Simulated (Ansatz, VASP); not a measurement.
# Two plane-wave programs on ZnAu

```xyz
2
Lattice="3.1501 0.0000 0.0000 0.0000 3.1501 0.0000 0.0000 0.0000 3.1501" Properties=species:S:1:pos:R:3 pbc="T T T"
Zn    1.5750    1.5750    1.5750
Au    0.0000    0.0000    0.0000
```

Alike in both runs: task single point; functional LDA; k mesh 8 × 8 × 8; no spin polarisation.

|  | VASP | Ansatz |
| --- | --- | --- |
| version | VASP 6.6.1 | Ansatz 0.2.0 |
| potentials or method | VASP PAW LDA potentials, release 64 (Zn, Au), cutoff 520 eV | scalar-relativistic, plane waves, PAW |
| occupations | fermi-dirac, width 0.0680285 eV | fermi-dirac |
| valence electrons in the cell | 23 | 31 |

```tsv
	VASP	Ansatz	Ansatz less VASP
gap on the k mesh at the Fermi level (eV)	none	none	-
pressure (GPa)	-6.4	-7.0	-0.56
```

LDA's correlation is that of Perdew and Zunger in VASP and of Perdew and Wang (1992) in Ansatz. A gap of «none» marks a metal or a gap that the smearing closes. VASP's potentials hold 23 valence electrons a cell and Ansatz's 31, so a difference there can come from the potentials and not from the codes.

Spin-orbit coupling is off throughout.
